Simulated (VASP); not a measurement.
# BaTiO3 (R3m) in VASP: further runs

The runs below take BaTiO3 through relaxation of cell and atoms, with PBE.

Everything below comes from runs of VASP 6.6.1. Logs are shortened: lines on timing, memory, paths and dates and some standing lists are left out, and cuts for length are marked.

## Step 1: The cell of the first run

The structure is trigonal, space group R3m (No. 160). The conventional cell has a = 5.655 Å, b = 5.655 Å, c = 6.953 Å, α = 90.00°, β = 90.00°, γ = 120.00°. Ba (site symmetry 3m) has 12 O at 2.79 to 2.88 Å and 8 Ti at 3.38 to 3.57 Å within 3.7 Å. Within 2.5 Å of Ti (site symmetry 3m) lie 6 O at 1.88 to 2.14 Å. Within 2.5 Å of O (site symmetry m) lie 2 Ti at 1.88 to 2.14 Å.

## Step 2: Relaxation of cell and atoms, PBE

The input, INCAR:

```
SYSTEM = BaTiO3
ALGO = Normal
EDIFF = 1E-6
EDIFFG = -0.005
ENCUT = 600
GGA = PE
IBRION = 2
ISIF = 3
ISMEAR = 0
LASPH = .True.
LCHARG = .False.
LREAL = .False.
LWAVE = .False.
NELM = 80
NSW = 100
PREC = Accurate
SIGMA = 0.02
```

The input, KPOINTS:

```
k-points
0
Gamma
  6 6 6
  0 0 0
```

The input, POSCAR:

```
BaTiO3
1.0
    2.8276681575      1.6325549719      2.3177316080
   -2.8276681575      1.6325549719      2.3177316080
    0.0000000000     -3.2651099438      2.3177316080
Ba Ti O
1 1 3
Direct
    0.0000000000      0.0000000000      0.0000000000
    0.5140000000      0.5140000000      0.5140000000
    0.4916000000      0.4916000000      0.9815000000
    0.4916000000      0.9815000000      0.4916000000
    0.9815000000      0.4916000000      0.4916000000
```

Potentials or basis: VASP PAW PBE potentials, release 64 (Ba_sv, Ti_sv, O).

Launch:

```sh
> cat potpaw_PBE.64/Ba_sv/POTCAR potpaw_PBE.64/Ti_sv/POTCAR potpaw_PBE.64/O/POTCAR > POTCAR
> mpirun -np 1 vasp_std > vasp.out
```

OUTCAR:

```text
SYSTEM = BaTiO3
   EDIFF = 1E-6
   EDIFFG = -0.005
   ENCUT = 600
   GGA = PE
   IBRION = 2
   ISIF = 3
   ISMEAR = 0
   LASPH = .True.
   LREAL = .False.
   NELM = 80
   NSW = 100
   PREC = Accurate

 ion  position               nearest neighbor table
   1  0.000  0.000  0.000-   3 2.79   4 2.79   5 2.79   5 2.83   4 2.83   4 2.83   5 2.83   3 2.83
                             3 2.83   3 2.88   4 2.88   5 2.88   2 3.38   2 3.43   2 3.43   2 3.43
   2  0.514  0.514  0.514-   3 1.88   4 1.88   5 1.88   3 2.14   4 2.14   5 2.14   1 3.38   1 3.43
                             1 3.43   1 3.43   1 3.50   1 3.50   1 3.50   1 3.57
   3  0.492  0.492  0.981-   2 1.88   2 2.14   1 2.79   1 2.83   1 2.83   1 2.88
   4  0.492  0.981  0.492-   2 1.88   2 2.14   1 2.79   1 2.83   1 2.83   1 2.88
   5  0.981  0.492  0.492-   2 1.88   2 2.14   1 2.79   1 2.83   1 2.83   1 2.88

  LATTYP: Found a trigonal (rhomboedric) cell.
 ALAT       =     4.0041007420
 COS(alpha) =     0.0025827226

  Lattice vectors:

 A1 = (   2.8276681575,   1.6325549719,   2.3177316080)
 A2 = (  -2.8276681575,   1.6325549719,   2.3177316080)
 A3 = (   0.0000000000,  -3.2651099438,   2.3177316080)

Analysis of symmetry for initial positions (statically):
=====================================================================
 Subroutine PRICEL returns:
 Original cell was already a primitive cell.

 Routine SETGRP: Setting up the symmetry group for a
 trigonal (rhombohedral) supercell.

 Subroutine GETGRP returns: Found  6 space group operations
 (whereof  6 operations were pure point group operations)
 out of a pool of 12 trial point group operations.

The static configuration has the point symmetry C_3v.

Analysis of symmetry for dynamics (positions and initial velocities):
=====================================================================
 Subroutine PRICEL returns:
 Original cell was already a primitive cell.

 Routine SETGRP: Setting up the symmetry group for a
 trigonal (rhombohedral) supercell.

 Subroutine GETGRP returns: Found  6 space group operations
 (whereof  6 operations were pure point group operations)
 out of a pool of 12 trial point group operations.

The dynamic configuration has the point symmetry C_3v.

 Subroutine INISYM returns: Found  6 space group operations
 (whereof  6 operations are pure point group operations),
 and found     1 'primitive' translations

----------------------------------------------------------------------------------------

                                     Primitive cell

[... 114 lines left out ...]
   IMIX   =      4    mixing-type and parameters
     AMIX     =   0.40;   BMIX     =  1.00
     AMIX_MAG =   1.60;   BMIX_MAG =  1.00
  volume/ion in A,a.u.               =      12.84        86.64
  Fermi-wavevector in a.u.,A,eV,Ry     =   1.398271  2.642349 26.601582  1.955161
  Thomas-Fermi vector in A             =   2.521445
   LORBIT       =      0    0 simple, 1 ext, 2 COOP (PROOUT), +10 PAW based schemes
   GGA     = PE    functional components
   LHFCALC =     F    Hartree Fock is set to
   AEXX    =    0.0000 exact exchange contribution
   IVDW    =     0    specifies the selected vdW correction
   LEPSILON=     F    determine dielectric tensor
   LRPA    =     F    only Hartree local field effects (RPA)
 conjugate gradient relaxation of ions
 non-spin polarized calculation
 Gauss-broadening in eV      SIGMA  =   0.02
  energy-cutoff  :      600.00
  volume of cell :       64.20
 maximum number of plane-waves:      2176
   NGX = 15   NGY = 15   NGZ = 15

--------------------------------------- Ionic step        1  -------------------------------------------

 number of electron      39.9999998 magnetization

 Free energy of the ion-electron system (eV)
  ---------------------------------------------------
  ext. energy  EPLUGINS =         0.00000000
  ---------------------------------------------------
  free energy    TOTEN  =       -39.99715698 eV

  energy without entropy =      -39.99715698  energy(sigma->0) =      -39.99715698

------------------------ aborting loop because EDIFF is reached ----------------------------------------

  FORCE on cell =-STRESS in cart. coord.  units (eV):
  Direction    XX          YY          ZZ          XY          YZ          ZX
  --------------------------------------------------------------------------------------
  -------------------------------------------------------------------------------------
  Total        2.7016339      2.7016339      2.5682230      0.0000000      0.0000000     -0.0000000
  in kB       67.4258503     67.4258503     64.0962562      0.0000000      0.0000000     -0.0000000
  external PRESSURE =      66.3159856 kB  Pullay stress =       0.0000000 kB
[... 98 lines left out ...]
  FREE ENERGIE OF THE ION-ELECTRON SYSTEM (eV)
  ---------------------------------------------------
  free  energy   TOTEN  =       -40.0463285629 eV

  energy  without entropy=      -40.0463285629  energy(sigma->0) =      -40.04632856

[... ionic steps 4 to 10 ...]

--------------------------------------- Ionic step       11  -------------------------------------------

 number of electron      39.9999994 magnetization

------------------------ aborting loop because EDIFF is reached ----------------------------------------
[... 73 lines left out ...]
--------------------------------------- Ionic step       13  -------------------------------------------

 number of electron      39.9999994 magnetization

 Free energy of the ion-electron system (eV)
  ---------------------------------------------------
  ext. energy  EPLUGINS =         0.00000000
  ---------------------------------------------------
  free energy    TOTEN  =       -40.05987183 eV

  energy without entropy =      -40.05987183  energy(sigma->0) =      -40.05987183

 E-fermi :   3.4512     XC(G=0): -10.9526

 val. band max:        3.3508433042   @ k =   0.5000   0.5000   0.5000
 cond. band min:       5.9284115656   @ k =   0.0000   0.0000   0.0000
 fundamental gap:      2.5775682614
 Fermi energy:         3.4512137200

 k-point     1 :       0.0000    0.0000    0.0000
  band No.  band energies     occupation
      1     -52.9658      2.00000
      2     -29.2201      2.00000
      3     -29.2153      2.00000
      4     -29.2153      2.00000
      5     -21.5768      2.00000
      6     -13.3302      2.00000
[... 637 lines left out ...]
     23       7.3650      0.00000
     24       8.9034      0.00000

 [... further k-points ...]
[... 5 lines left out ...]
  --------------------------------------------------------------------------------------
  -------------------------------------------------------------------------------------
  Total        0.0189728      0.0189728     -0.0091371      0.0000000      0.0000000      0.0000000
  in kB        0.4496167      0.4496167     -0.2165294      0.0000000      0.0000000      0.0000000
  external PRESSURE =       0.2275680 kB  Pullay stress =       0.0000000 kB
[... 20 lines left out ...]
  FREE ENERGIE OF THE ION-ELECTRON SYSTEM (eV)
  ---------------------------------------------------
  free  energy   TOTEN  =       -40.0598718326 eV

  energy  without entropy=      -40.0598718326  energy(sigma->0) =      -40.05987183

 reached required accuracy - stopping structural energy minimisation
```

CONTCAR:

```text
BaTiO3
   1.00000000000000
     2.8727234896213458    1.6585676800281328    2.3649514450278968
    -2.8727234896213458    1.6585676800281328    2.3649514450278968
     0.0000000000000000   -3.3171353600562656    2.3649514450278968
  Ba              Ti              O
     1     1     3
Direct
     0.0042869536555311    0.0042869536555311    0.0042869536555311
     0.5195189464496649    0.5195189464496649    0.5195189464496649
     0.4887986016805838    0.4887986016805838    0.9772968965336332
     0.4887986016805835    0.9772968965336333    0.4887986016805838
     0.9772968965336334    0.4887986016805835    0.4887986016805838

  0.00000000E+00  0.00000000E+00  0.00000000E+00
  0.00000000E+00  0.00000000E+00  0.00000000E+00
  0.00000000E+00  0.00000000E+00  0.00000000E+00
  0.00000000E+00  0.00000000E+00  0.00000000E+00
  0.00000000E+00  0.00000000E+00  0.00000000E+00
```

Wall time 9.8 min (1 thread of AMD EPYC 7R13, shared host); peak memory 0.2 GiB.

Results:

* Free energy: -40.0599 eV
* Relaxed volume: 13.52 Å³/atom
* Relaxed cell: a = 4.074 Å, b = 4.074 Å, c = 4.074 Å, α = 89.68°, β = 89.68°, γ = 89.68°
* Space group after relaxing (to 0.05 Å): R3m (No. 160)
* Energy gained by relaxing: 12.5 meV/atom
* Ionic steps: 13
* Pressure after relaxing: 0.0 GPa
* Largest force after relaxing: 0.005 eV/Å
* Band gap on the k mesh: 2.58 eV, indirect (least direct gap 3.13 eV)

Forces in eV/Å, atoms in the order of the input:
```
Ba   0.000  0.000  0.003
Ti   0.000  0.000 -0.004
O    0.000 -0.005  0.000
O   -0.004  0.002  0.000
O    0.004  0.002  0.000
```

Step by step:
```csv
step,energy change (eV),largest force (eV/Å),pressure (GPa),volume (Å³)
1,0.0000,0.2098,6.63,64.20
2,0.0054,0.6017,-5.79,69.26
3,-0.0492,0.2643,0.10,66.59
4,-0.0492,0.2571,0.22,66.54
5,-0.0545,0.2008,0.19,66.78
6,-0.0609,0.1013,0.39,67.51
7,-0.0611,0.0971,0.32,67.40
8,-0.0617,0.0641,-0.61,67.85
9,-0.0619,0.0733,-0.35,67.72
10,-0.0627,0.0234,-0.07,67.65
11,-0.0627,0.0227,-0.02,67.64
12,-0.0627,0.0084,0.00,67.61
13,-0.0627,0.0046,0.02,67.61
```

Final structure:
```
Ba Ti O
1.0
     2.87272    1.65857    2.36495
    -2.87272    1.65857    2.36495
     0.00000   -3.31714    2.36495
Ba Ti O
1 1 3
Direct
  0.00429 0.00429 0.00429
  0.51952 0.51952 0.51952
  0.48880 0.48880 0.97730
  0.48880 0.97730 0.48880
  0.97730 0.48880 0.48880
```

Caveat: spin-orbit coupling is left out, which moves the levels of the heavy elements. A k mesh can miss the band edges.

## Step 3: Relaxation of cell and atoms, PBE

INCAR is that of step 2.

KPOINTS is that of step 2.

POSCAR is that of step 2.

Potentials or basis: VASP PAW PBE potentials, release 64 (Ba_sv, Ti_sv, O).

Launch:

```sh
> cat potpaw_PBE.64/Ba_sv/POTCAR potpaw_PBE.64/Ti_sv/POTCAR potpaw_PBE.64/O/POTCAR > POTCAR
> mpirun -np 1 vasp_std > vasp.out
```

Wall time 9.2 min (1 thread of AMD EPYC 7R43 (Zen 3), shared host); peak memory 0.18 GiB.

It converged, with:

```
Free energy                            : -40.0599 eV
Relaxed volume                         : 13.52 Å³/atom
Relaxed cell                           : a = 4.074 Å, b = 4.074 Å, c = 4.074 Å, α = 89.68°, β = 89.68°, γ = 89.68°
Space group after relaxing (to 0.05 Å) : R3m (No. 160)
Energy gained by relaxing              : 12.5 meV/atom
Ionic steps                            : 13
Pressure after relaxing                : 0.0 GPa
Largest force after relaxing           : 0.005 eV/Å
Band gap on the k mesh                 : 2.58 eV, indirect (least direct gap 3.13 eV)
```

Forces on the atoms (eV/Å):
```
Ba   0.000  0.000  0.003
Ti   0.000  0.000 -0.004
O    0.000 -0.005  0.000
O   -0.004  0.002  0.000
O    0.004  0.002  0.000
```

Step by step:
```tsv
step	energy change (eV)	largest force (eV/Å)	pressure (GPa)	volume (Å³)
1	0.0000	0.2098	6.63	64.20
2	0.0054	0.6017	-5.79	69.26
3	-0.0492	0.2643	0.10	66.59
4	-0.0492	0.2571	0.22	66.54
5	-0.0545	0.2008	0.19	66.78
6	-0.0609	0.1013	0.39	67.51
7	-0.0611	0.0971	0.32	67.40
8	-0.0617	0.0641	-0.61	67.85
9	-0.0619	0.0733	-0.35	67.72
10	-0.0627	0.0234	-0.07	67.65
11	-0.0627	0.0227	-0.02	67.64
12	-0.0627	0.0084	0.00	67.61
13	-0.0627	0.0046	0.02	67.61
```

Final structure:
```yaml
crystal:
  lattice:
    - [2.87272, 1.65857, 2.36495]
    - [-2.87272, 1.65857, 2.36495]
    - [0.00000, -3.31714, 2.36495]
  atoms:
    - { symbol: Ba, position: [0.00429, 0.00429, 0.00429] }
    - { symbol: Ti, position: [0.51952, 0.51952, 0.51952] }
    - { symbol: O, position: [0.48880, 0.48880, 0.97730] }
    - { symbol: O, position: [0.48880, 0.97730, 0.48880] }
    - { symbol: O, position: [0.97730, 0.48880, 0.48880] }
```

Levels at points of the mesh, in eV from the valence-band top:
| k point | band 17 | band 18 | band 19 | band 20 | band 21 | band 22 | band 23 | band 24 |
| --- | --- | --- | --- | --- | --- | --- | --- | --- |
| (0.00, 0.00, 0.00) | -0.97 | -0.70 | -0.55 | -0.55 | 2.58 | 2.58 | 2.75 | 4.44 |
| (0.50, 0.00, 0.00) | -1.60 | -1.51 | -1.05 | -0.88 | 2.73 | 3.69 | 3.84 | 4.40 |
| (0.50, 0.50, 0.00) | -1.58 | -0.92 | -0.84 | -0.09 | 3.78 | 3.80 | 4.09 | 4.82 |
| (0.50, 0.50, 0.50) | -2.33 | -0.03 | -0.03 | 0.00 | 4.11 | 4.34 | 4.34 | 6.34 |

Caveat: spin-orbit coupling is left out, which moves the levels of the heavy elements. PBE usually gives volumes a little too large and moduli too small.
